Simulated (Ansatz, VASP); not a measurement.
**HfO2 in VASP and in Ansatz**

Contents of INCAR:

```
PREC = Accurate
ENCUT = 520
EDIFF = 1E-6
ISMEAR = 0
SIGMA = 0.05
LREAL = False
LASPH = True
NELM = 80
ALGO = Normal
ISIF = 2
LWAVE = False
LCHARG = True
GGA = PS
LELF = True
LVHAR = True
NBANDS = 18
```

File KPOINTS:

```
regular mesh
0
Gamma
  8 8 8
```

The input POSCAR:

```
HfO2
1.0
    0.0000000000      2.5220673956      2.5220673956
    2.5220673956      0.0000000000      2.5220673956
    2.5220673956      2.5220673956      0.0000000000
Hf O
1 2
Direct
   -0.0011017646      0.0011017646      0.0077123523
    0.2561457517      0.2438542483      0.2069797381
    0.7561457517      0.7438542483      0.7069797381
```

Input for Ansatz:

```yaml
crystal:
  lattice:
    - [0.0, 2.5220673956, 2.5220673956]
    - [2.5220673956, 0.0, 2.5220673956]
    - [2.5220673956, 2.5220673956, 0.0]
  atoms:
    - { symbol: Hf, position: [-0.0011017646, 0.0011017646, 0.0077123523] }
    - { symbol: O, position: [0.2561457517, 0.2438542483, 0.2069797381] }
    - { symbol: O, position: [0.7561457517, 0.7438542483, 0.7069797381] }
basis:
  ecutwfc: 520.0
kpoints:
  mp_grid: { grid: [8, 8, 8] }
hamiltonian:
  xc: pbesol
  pseudopotentials: { kind: paw, azcp: { folder: soft_1 } }
scf:
  occupations: { method: gaussian, width: 0.05 }
output:
  forces: true
  stress: true
  eigenvalues: true
```

Change from the starting cell: mode 4 frozen in at -0.124 Å and mode 5 at -0.093 Å (largest displacements).

Alike in both runs: task single point; functional PBEsol; k mesh 8 × 8 × 8; occupations gaussian, width 0.05 eV; no spin polarisation.

|  | VASP | Ansatz |
| --- | --- | --- |
| version | VASP 6.6.1 | Ansatz 0.2.0 |
| potentials or method | VASP PAW PBE potentials, release 64 (Hf_pv, O), cutoff 520 eV | scalar-relativistic, plane waves, PAW |
| valence electrons in the cell | 22 | 38 |

|  | VASP | Ansatz | Ansatz less VASP |
| --- | --- | --- | --- |
| gap on the k mesh at the Fermi level (eV) | 3.72 | 3.72 | 0.000 |
| least direct gap on the mesh (eV) | 3.72 | 3.72 | 0.000 |
| pressure (GPa) | 0.2 | 3.9 | +3.62 |
| traceless stress, the component that is largest in VASP (GPa) | 3.18 | 3.16 | -0.019 |
| rms of the force components (eV/Å) | 0.568 | 0.578 | +0.0106 |

VASP's potentials were made for PBE, not for PBEsol, and Ansatz warns of the same on its side. Atom by atom the forces differ by 0.011 eV/Å (rms over components). The functional is the same, so the differences come from potentials, cutoffs and numerics. VASP's potentials hold 22 valence electrons a cell and Ansatz's 38, so a difference there can come from the potentials and not from the codes.

Spin-orbit coupling is off throughout.
